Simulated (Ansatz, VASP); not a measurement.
One calculation of SiGe2, two programs

```
Si Ge
1.0
     3.04508    0.00000    0.00000
    -1.52254    2.63712    0.00000
     0.00000    0.00000    7.11383
Si Ge
1 2
Direct
  0.00000 0.00000 0.00000
  0.33333 0.66667 0.71139
  0.66667 0.33333 0.28861
```

Alike in both runs: functional PBE; k mesh 18 × 18 × 8; occupations gaussian, width 0.1 eV; no spin polarisation.

Ansatz relaxed the structure, and its values are those at the end. VASP's run is a single point on that final structure, the one shown.

```csv
,VASP,Ansatz
version,VASP 6.6.1,Ansatz 0.2.0
potentials or method,"VASP PAW PBE potentials, release 64 (Si, Ge_d), cutoff 520 eV","scalar-relativistic, plane waves, PAW"
valence electrons in the cell,32,32
```

|  | VASP | Ansatz | Ansatz less VASP |
| --- | --- | --- | --- |
| gap on the k mesh at the Fermi level (eV) | none | none | - |
| pressure (GPa) | 0.0 | 0.0 | -0.04 |

A gap of «none» marks a metal or a gap that the smearing closes.
